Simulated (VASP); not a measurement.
# Sn (P6_3/mmc) in VASP: relaxation of cell and atoms with LDA

Aim: the relaxation of cell and atoms of Sn with LDA.

Program: VASP 6.6.1. These are calculated values, not measurements. Logs are shortened: lines on timing, memory, paths and dates and some standing lists are left out, and cuts for length are marked.

## Step 1: The cell of the first run

It takes space group P6_3/mmc (No. 194, hexagonal). The conventional cell has a = 2.606 Å, b = 2.606 Å, c = 4.221 Å, α = 90.00°, β = 90.00°, γ = 120.00°. Within 3.4 Å of Sn (site symmetry -6m2) lie 12 Sn at 2.59 to 2.61 Å.

This isn't the form of Sn at room conditions, which is tetragonal (white tin).

## Step 2: Relaxation of cell and atoms, LDA, target pressure 240 GPa, at which the enthalpy is minimised

INCAR reads:

```
SYSTEM = Sn
  PREC = Accurate
  ENCUT = 600
  EDIFF = 1E-7
  ISMEAR = -1
  SIGMA = 0.05
  LREAL = .False.
  LASPH = .True.
  NELM = 80
  ALGO = Normal
  ISIF = 3
  LWAVE = .False.
  LCHARG = .False.
  IBRION = 2
  NSW = 60
  EDIFFG = -0.005
  PSTRESS = 2400.0
```

KPOINTS reads:

```
regular mesh
0
Gamma
  16 16 9
  0 0 0
```

POSCAR reads:

```
Sn
1.0
    2.6057509738      0.0000000000      0.0000000000
   -1.3028754869      2.2566465392      0.0000000000
    0.0000000000      0.0000000000      4.2213165775
Sn
2
Direct
    0.3333333333      0.6666666667      0.2500000000
    0.6666666667      0.3333333333      0.7500000000
```

Potentials or basis: VASP PAW LDA potentials, release 64 (Sn_d).

On the command line:

```
> cat potpaw_LDA.64/Sn_d/POTCAR > POTCAR
> mpirun -np 1 vasp_std > vasp.out
```

OUTCAR:

```text
SYSTEM = Sn
   PREC = Accurate
   ENCUT = 600
   EDIFF = 1E-7
   ISMEAR = -1
   LREAL = .False.
   LASPH = .True.
   NELM = 80
   ISIF = 3
   IBRION = 2
   NSW = 60
   EDIFFG = -0.005
   PSTRESS = 2400.0

 ion  position               nearest neighbor table
   1  0.333  0.667  0.250-   2 2.59   2 2.59   2 2.59   2 2.59   2 2.59   2 2.59   2 3.68   2 3.68
                             2 3.68   2 3.68   2 3.68   2 3.68
   2  0.667  0.333  0.750-   1 2.59   1 2.59   1 2.59   1 2.59   1 2.59   1 2.59   1 3.68   1 3.68
                             1 3.68   1 3.68   1 3.68   1 3.68

  LATTYP: Found a hexagonal cell.
 ALAT       =     2.6057509738
 C/A-ratio  =     1.6200000000

  Lattice vectors:

 A1 = (   2.6057509738,   0.0000000000,   0.0000000000)
 A2 = (  -1.3028754869,   2.2566465392,   0.0000000000)
 A3 = (   0.0000000000,   0.0000000000,   4.2213165775)

Analysis of symmetry for initial positions (statically):
=====================================================================
 Subroutine PRICEL returns:
 Original cell was already a primitive cell.

 Routine SETGRP: Setting up the symmetry group for a
 hexagonal supercell.

 Subroutine GETGRP returns: Found 24 space group operations
 (whereof 12 operations were pure point group operations)
 out of a pool of 24 trial point group operations.

The static configuration has the point symmetry D_3d.
 The point group associated with its full space group is D_6h.

Analysis of symmetry for dynamics (positions and initial velocities):
=====================================================================
 Subroutine PRICEL returns:
 Original cell was already a primitive cell.

 Routine SETGRP: Setting up the symmetry group for a
 hexagonal supercell.

 Subroutine GETGRP returns: Found 24 space group operations
 (whereof 12 operations were pure point group operations)
 out of a pool of 24 trial point group operations.

The dynamic configuration has the point symmetry D_3d.
 The point group associated with its full space group is D_6h.

 Subroutine INISYM returns: Found 24 space group operations
 (whereof 12 operations are pure point group operations),
 and found     1 'primitive' translations

----------------------------------------------------------------------------------------

                                     Primitive cell

  volume of cell :      24.8224

  direct lattice vectors                    reciprocal lattice vectors
     2.605750974  0.000000000  0.000000000     0.383766526  0.221567707  0.000000000
    -1.302875487  2.256646539  0.000000000     0.000000000  0.443135415  0.000000000
     0.000000000  0.000000000  4.221316577     0.000000000  0.000000000  0.236892918
[... 96 lines left out ...]
   NUPDOWN=      -1.0000    fix difference up-down
   EMIN   =  10.00;   EMAX   =-10.00  energy-range for DOS
   EFERMI =   0.00;   METHOD = LEGACY
   ISMEAR =    -1;   SIGMA  =   0.05  broadening in eV -4-tet -1-fermi 0-gaus
   EFERMI_NEDOS =   21; number of points for ismear=-14 and -15
   IALGO  =     38    algorithm
   IMIX   =      4    mixing-type and parameters
     AMIX     =   0.40;   BMIX     =  1.00
     AMIX_MAG =   1.60;   BMIX_MAG =  1.00
  volume/ion in A,a.u.               =      12.41        83.76
  Fermi-wavevector in a.u.,A,eV,Ry     =   1.704169  3.220413 39.513941  2.904193
  Thomas-Fermi vector in A             =   2.783622
   LORBIT       =      0    0 simple, 1 ext, 2 COOP (PROOUT), +10 PAW based schemes
   GGA     = CA    functional components
   LHFCALC =     F    Hartree Fock is set to
   AEXX    =    0.0000 exact exchange contribution
   IVDW    =     0    specifies the selected vdW correction
   LEPSILON=     F    determine dielectric tensor
   LRPA    =     F    only Hartree local field effects (RPA)
 conjugate gradient relaxation of ions
 non-spin polarized calculation
  energy-cutoff  :      600.00
  volume of cell :       24.82
 maximum number of plane-waves:       846
 NGX is ok and might be reduce to    24
   NGX = 11   NGY = 11   NGZ = 17

--------------------------------------- Ionic step        1  -------------------------------------------

 number of electron      28.0000000 magnetization

 Free energy of the ion-electron system (eV)
  ---------------------------------------------------
  ext. energy  EPLUGINS =         0.00000000
  ---------------------------------------------------
  free energy    TOTEN  =         1.13671869 eV

  energy without entropy =        1.14374669  energy(sigma->0) =        1.14023269

------------------------ aborting loop because EDIFF is reached ----------------------------------------

  FORCE on cell =-STRESS in cart. coord.  units (eV):
  Direction    XX          YY          ZZ          XY          YZ          ZX
  --------------------------------------------------------------------------------------
  -------------------------------------------------------------------------------------
  Total       37.9811087     37.9811087     37.9130258      0.0000000      0.0000000     -0.0000000
  in kB     2451.5110072   2451.5110071   2447.1165610      0.0000000      0.0000000     -0.0000000
  external PRESSURE =      50.0461917 kB  Pullay stress =    2400.0000000 kB
[... 253 lines left out ...]
--------------------------------------- Ionic step        8  -------------------------------------------

 number of electron      27.9999998 magnetization

 Free energy of the ion-electron system (eV)
  ---------------------------------------------------
  ext. energy  EPLUGINS =         0.00000000
  ---------------------------------------------------
  free energy    TOTEN  =         0.93046690 eV

  energy without entropy =        0.93679380  energy(sigma->0) =        0.93363035

 E-fermi :  22.3680     XC(G=0): -14.8383

 val. band max:       22.3668313979   @ k =   0.2500   0.1875   0.3333
 cond. band min:      22.4079039653   @ k =   0.1875   0.1250   0.3333
 fundamental gap:      0.0410725674
 Fermi energy:        22.3680356597

 k-point     1 :       0.0000    0.0000    0.0000
  band No.  band energies     occupation
      1      -2.0754      2.00000
      2      -1.4808      2.00000
      3      -1.4080      2.00000
      4      -1.4080      2.00000
      5      -1.2603      2.00000
      6      -1.2603      2.00000
[... 481 lines left out ...]
      5      -1.0389      2.00000
      6      -0.9508      2.00000
[... 10 lines left out ...]
     17      27.4412      0.00000
     18      28.9045      0.00000

 [... further k-points ...]

------------------------ aborting loop because EDIFF is reached ----------------------------------------

  FORCE on cell =-STRESS in cart. coord.  units (eV):
  Direction    XX          YY          ZZ          XY          YZ          ZX
  --------------------------------------------------------------------------------------
  -------------------------------------------------------------------------------------
  Total       37.3878614     37.3878614     37.3946873     -0.0000000      0.0000000     -0.0000000
  in kB     2400.0545382   2400.0545375   2400.4927104     -0.0000000      0.0000000     -0.0000000
  external PRESSURE =       0.2005954 kB  Pullay stress =    2400.0000000 kB
[... 21 lines left out ...]
  energy  without entropy=        0.9367937974  energy(sigma->0) =        0.93363035

  enthalpy is  TOTEN    =        38.3174787438 eV   P V=       37.3870118484

 reached required accuracy - stopping structural energy minimisation
```

It took 1.9 min on 1 thread of Intel Xeon 6975P-C (Granite Rapids), shared host; peak memory 0.19 GiB.

What came out:

| Quantity | Value |
| --- | --- |
| Free energy | 0.9305 eV |
| Relaxed volume | 12.48 Å³/atom |
| Relaxed cell | a = 2.614 Å, b = 2.614 Å, c = 4.216 Å, α = 90.00°, β = 90.00°, γ = 120.00° |
| Space group after relaxing (to 0.1 Å) | P6_3/mmc (No. 194) |
| Energy change on relaxing (the run minimises the enthalpy) | -103.1 meV/atom |
| Ionic steps | 8 |
| Pressure after relaxing | 240.0 GPa |
| Band gap on the k mesh | zero (bands 14 and 15 overlap by 13.32 eV) |

The path:
| step | energy change (eV) | largest force (eV/Å) | pressure (GPa) | volume (Å³) |
| --- | --- | --- | --- | --- |
| 1 | 0.0000 | 0.0000 | 245.00 | 24.82 |
| 2 | -1.9524 | 0.0000 | 197.76 | 26.24 |
| 3 | -0.2111 | 0.0000 | 239.87 | 24.96 |
| 4 | -0.2062 | 0.0000 | 240.01 | 24.96 |
| 5 | -0.2063 | 0.0000 | 240.01 | 24.96 |
| 6 | -0.2061 | 0.0000 | 240.03 | 24.96 |
| 7 | -0.2063 | 0.0000 | 240.01 | 24.96 |
| 8 | -0.2063 | 0.0000 | 240.02 | 24.96 |

Final structure:
```cif
data_structure
_symmetry_space_group_name_H-M 'P 1'
_symmetry_Int_Tables_number 1
_cell_length_a 2.6145
_cell_length_b 2.6145
_cell_length_c 4.2162
_cell_angle_alpha 90.000
_cell_angle_beta 90.000
_cell_angle_gamma 120.000
_cell_volume 24.96
loop_
_atom_site_label
_atom_site_type_symbol
_atom_site_fract_x
_atom_site_fract_y
_atom_site_fract_z
_atom_site_occupancy
Sn1 Sn 0.33333 0.66667 0.25000 1
Sn2 Sn 0.66667 0.33333 0.75000 1
```

Caveat: the cell is relaxed towards a set pressure, so the run minimises the enthalpy, not the energy; spin-orbit coupling is left out, which moves the levels of the heavy elements.
